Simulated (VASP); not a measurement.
# C: single point with HSE06

C:

```
CELL_PARAMETERS angstrom
4.25517 0.00000 0.00000
0.00000 4.25517 0.00000
0.00000 0.00000 1.28229
ATOMIC_POSITIONS crystal
C 0.50000 0.50000 0.50000
```

| Property | Result |
| --- | --- |
| Program | VASP 6.6.1 |
| Task | single point |
| Functional | HSE06 |
| Potentials or basis | VASP PAW PBE potentials, release 64 (C) |
| Cutoff | 520 eV |
| k mesh | 3 × 3 × 10 |
| Occupations | fermi-dirac, width 0.1 eV |
| Spin | no spin polarisation |

```json
{
  "Pressure": "-2.9 GPa",
  "Band gap on the k mesh": "zero (bands 2 and 3 overlap by 16.20 eV)"
}
```

Stress tensor (GPa, compression positive):
```
 0.01  0.00  0.00
 0.00  0.01  0.00
 0.00  0.00 -8.59
```

Levels at points of the mesh, in eV from the Fermi level:
| k point | band 1 | band 2 | band 3 | band 4 | band 5 |
| --- | --- | --- | --- | --- | --- |
| (0.00, 0.00, 0.00) | -18.77 | -6.38 | -6.38 | 3.96 | 8.39 |
| (0.00, 0.00, 0.50) | -10.68 | 9.45 | 12.60 | 12.60 | 24.41 |

It took 110 s on 1 thread of Intel Xeon 8259CL, with other jobs on the host, peak memory 0.22 GiB.

Caveat: the k points lie up to 0.49 Å⁻¹ apart, too coarse for converged energies and pressures of a metal; the PAW data sets were made with another functional, which shifts forces and pressure a little.
